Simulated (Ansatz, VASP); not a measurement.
Two plane-wave programs on Be7S

```xyz
8
Lattice="4.4623 0.0000 0.0000 -2.2312 3.8645 0.0000 0.0000 0.0000 4.3887" Properties=species:S:1:pos:R:3 pbc="T T T"
Be    2.2312    0.0111    2.1944
Be    3.3372    1.9267    2.1944
Be    1.1252    1.9267    2.1944
Be   -1.0966    3.2095    0.0000
Be    1.0966    3.2095    0.0000
Be    0.0000    1.3101    0.0000
Be    2.2312    1.2882    0.0000
S     0.0000    0.0000    2.1944
```

Change from the starting cell: species swapped into the Mg7Sb type (P-6m2, No. 187).

Alike in both runs: functional PBE; k mesh 4 × 4 × 4; occupations gaussian, width 0.2 eV; no spin polarisation.

Ansatz relaxed the structure, and its values are those at the end. VASP's run is a single point on that final structure, the one shown.

|  | VASP | Ansatz |
| --- | --- | --- |
| version | VASP 6.6.1 | Ansatz 0.2.0 |
| potentials or method | VASP PAW PBE potentials, release 64 (Be, S), cutoff 600 eV | scalar-relativistic, plane waves, PAW |
| valence electrons in the cell | 20 | 20 |

```tsv
	VASP	Ansatz	Ansatz less VASP
gap on the k mesh at the Fermi level (eV)	none	none	-
pressure (GPa)	0.1	0.0	-0.08
rms of the force components (eV/Å)	0.006	0.006	0.0000
```

A gap of «none» marks a metal or a gap that the smearing closes. With one functional, cell and mesh, what is left measures potentials, basis and numerics.

The k mesh is coarse, so the values compare programs but aren't converged.
